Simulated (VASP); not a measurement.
A run of VASP 6.6.1 is set up as follows.

The input INCAR:

```
SYSTEM = CoO
ALGO = Normal
EDIFF = 1E-6
ENCUT = 520
GGA = PE
ISIF = 2
ISMEAR = -1
LASPH = .TRUE.
LCHARG = .FALSE.
LDAU = .TRUE.
LDAUJ = 0 0
LDAUL = 2 -1
LDAUPRINT = 1
LDAUTYPE = 2
LDAUU = 3.3 0
LMAXMIX = 4
LREAL = .FALSE.
LWAVE = .FALSE.
NBANDS = 23
NELM = 150
PREC = Accurate
SIGMA = 0.05
```

File KPOINTS:

```
k-points
0
G
  5 10 10
  0 0 0
```

Contents of POSCAR:

```
CoO
1.0
    0.0000000000      4.2630000000      4.2630000000
    2.1315000000      0.0000000000      2.1315000000
    2.1315000000      2.1315000000      0.0000000000
Co O
2 2
Direct
    0.0000000000      0.0000000000      0.0000000000
    0.5000000000      0.0000000000      0.0000000000
    0.2500000000      0.5000000000      0.5000000000
    0.7500000000      0.5000000000      0.5000000000
```

Potentials or basis: VASP PAW PBE potentials, release 64 (Co, O).

Run with:

```console
$ cat potpaw_PBE.64/Co/POTCAR potpaw_PBE.64/O/POTCAR > POTCAR
$ mpirun -np 1 vasp_std > vasp.out
```

Question: What does it give for the band gap on the k mesh?

Answer: Zero (bands 15 and 16 overlap by 1.13 eV).

Question: Estimate the pressure.

Answer: -19.7 GPa.

Eigenvalues of the final occupation matrices:
```csv
site,spin,trace,eigenvalues
site 1 d,1,3.68,0.40 0.40 0.96 0.96 0.96
site 1 d,2,3.68,0.40 0.40 0.96 0.96 0.96
site 2 d,1,3.68,0.40 0.40 0.96 0.96 0.96
site 2 d,2,3.68,0.40 0.40 0.96 0.96 0.96
```

Caveat: the cell stands under tension; the run has no spin polarisation, though such a crystal can be magnetic; U without spin polarisation on a metal has little footing. Spin polarisation is off, so any magnetic state and its effect on volume and gap are missing.
